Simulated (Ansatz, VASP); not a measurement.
# Ca: VASP beside Ansatz

```
CELL_PARAMETERS angstrom
4.61600 0.00000 0.00000
0.00000 4.61600 0.00000
0.00000 0.00000 4.00592
ATOMIC_POSITIONS crystal
Ca 0.50000 0.00000 0.25028
Ca 0.00000 0.50000 0.74972
```

Alike in both runs: functional PBE; k mesh 4 × 4 × 4; occupations gaussian, width 0.1 eV; no spin polarisation.

Ansatz relaxed the structure, and its values are those at the end. VASP's run is a single point on that final structure, the one shown.

|  | VASP | Ansatz |
| --- | --- | --- |
| version | VASP 6.6.1 | Ansatz 0.2.0 |
| potentials or method | VASP PAW PBE potentials, release 64 (Ca_sv), cutoff 520 eV | scalar-relativistic, plane waves, PAW |
| valence electrons in the cell | 20 | 20 |

```tsv
	VASP	Ansatz	Ansatz less VASP
gap on the k mesh at the Fermi level (eV)	none	none	-
pressure (GPa)	-0.3	-0.4	-0.01
```

A gap of «none» marks a metal or a gap that the smearing closes.

The k mesh is coarse, so the values compare programs but aren't converged.
